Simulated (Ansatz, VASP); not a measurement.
**One calculation of C, two programs**

```
C
1.0
     2.48962    0.00000    0.00000
    -1.24481    2.15608    0.00000
     0.00000    0.00000    8.21427
C
8
Direct
  0.99339 0.98678 0.09294
  0.00661 0.01322 0.59294
  0.00661 0.01322 0.40706
  0.99339 0.98678 0.90706
  0.32786 0.65571 0.15554
  0.67214 0.34429 0.65554
  0.33881 0.67762 0.34446
  0.66119 0.32238 0.84446
```

Change from the starting cell: mode 4 frozen in at +0.000 Å and mode 5 at -0.029 Å (largest displacements).

Alike in both runs: task single point; functional LDA; k mesh 12 × 12 × 4; occupations gaussian, width 0.05 eV; no spin polarisation.

|  | VASP | Ansatz |
| --- | --- | --- |
| version | VASP 6.6.1 | Ansatz 0.2.0 |
| potentials or method | VASP PAW LDA potentials, release 64 (C), cutoff 520 eV | scalar-relativistic, plane waves, PAW |
| valence electrons in the cell | 32 | 32 |

```csv
,VASP,Ansatz,Ansatz less VASP
gap on the k mesh at the Fermi level (eV),4.58,4.60,+0.012
least direct gap on the mesh (eV),5.32,5.33,+0.002
pressure (GPa),1.7,0.0,-1.72
"traceless stress, the component that is largest in VASP (GPa)",0.07,0.06,-0.005
rms of the force components (eV/Å),0.103,0.104,+0.0003
```

Ansatz warns that its potentials were made for another functional, while VASP's fit it. LDA's correlation is that of Perdew and Zunger in VASP and of Perdew and Wang (1992) in Ansatz. Atom by atom the forces differ by 0.003 eV/Å (rms over components).
